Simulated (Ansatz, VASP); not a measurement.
# One calculation of HfS2, two programs

Contents of POSCAR:

```
HfS2
1.0
    3.5213870797      0.0000000000      0.0000000000
   -1.7606935398      3.0496106676      0.0000000000
    0.0000000000      0.0000000000      5.9501995588
Hf S
1 2
Direct
    0.0000000000      0.0000000000      0.0000000000
    0.3333333333      0.6666666667      0.2496609635
    0.6666666667      0.3333333333      0.7503390365
```

INCAR.step1

```
SYSTEM = HfS2
PREC = Accurate ; ENCUT = 550
ISMEAR = 0 ; SIGMA = 0.01
LREAL = .FALSE. ; LASPH = .TRUE.
NELM = 120 ; NBANDS = 18
GGA = PE ; ALGO = Normal
EDIFF = 1E-5 ; LWAVE = .TRUE.
LCHARG = .FALSE. ; GGA_COMPAT = .FALSE.
```

The input INCAR.step2:

```
SYSTEM = HfS2
PREC = Accurate ; ENCUT = 550
EDIFF = 1E-6 ; ISMEAR = 0
SIGMA = 0.01 ; LREAL = .FALSE.
LASPH = .TRUE. ; NELM = 120
ALGO = Normal ; ISIF = 2
LWAVE = .FALSE. ; LCHARG = .TRUE.
METAGGA = R2SCAN ; LMIXTAU = .TRUE.
LELF = .TRUE. ; LVHAR = .TRUE.
NBANDS = 18 ; ISTART = 1
GGA_COMPAT = .FALSE.
```

Contents of KPOINTS:

```
regular mesh
0
G
  12 12 4
  0 0 0
```

Input for Ansatz:

```yaml
crystal:
  lattice:
    - [3.5213870797, 0.0, 0.0]
    - [-1.7606935398, 3.0496106676, 0.0]
    - [0.0, 0.0, 5.9501995588]
  atoms:
    - { symbol: Hf, position: [0.0, 0.0, 0.0] }
    - { symbol: S, position: [0.3333333333, 0.6666666667, 0.2496609635] }
    - { symbol: S, position: [0.6666666667, 0.3333333333, 0.7503390365] }
kpoints:
  mp_grid: { grid: [12, 12, 4] }
  band_path:
    path:
      - [0.0, 0.0, 0.0]
      - [0.5, 0.0, 0.0]
      - [0.3333333333, 0.3333333333, 0.0]
      - [0.0, 0.0, 0.5]
      - [0.5, 0.0, 0.5]
      - [0.3333333333, 0.3333333333, 0.5]
      - [0.0, 0.25, 0.25]
      - [0.0, 0.5, 0.5]
    npoints: 1
hamiltonian:
  xc: r2scan
scf:
  occupations: { method: fixed }
  n_extra_bands: 4
output:
  forces: true
  stress: true
  eigenvalues: true
```

Change from the starting cell: epitaxial_xy strain -3.0%.

Alike in both runs: task single point; functional r2SCAN; k mesh 12 × 12 × 4; no spin polarisation.

|  | VASP | Ansatz |
| --- | --- | --- |
| version | VASP 6.6.1 | Ansatz 0.2.0 |
| potentials or method | VASP PAW PBE potentials, release 64 (Hf_pv, S) | plane waves, PAW |
| plane-wave cutoff (eV) | 550 | 500 |
| occupations | gaussian, width 0.01 eV | fixed |
| valence electrons in the cell | 22 | 38 |

|  | VASP | Ansatz | Ansatz less VASP |
| --- | --- | --- | --- |
| gap on the k mesh at the Fermi level (eV) | 1.06 | 1.03 | -0.033 |
| pressure (GPa) | 4.3 | 5.0 | +0.74 |
| traceless stress, the component that is largest in VASP (GPa) | -3.93 | -3.99 | -0.055 |
| rms of the force components (eV/Å) | 0.062 | 0.019 | -0.0424 |

VASP's potentials were made for PBE, not for r2SCAN. Atom by atom the forces differ by 0.042 eV/Å (rms over components). VASP's potentials hold 22 valence electrons a cell and Ansatz's 38, so a difference there can come from the potentials and not from the codes.

Neither program's run includes spin-orbit coupling.
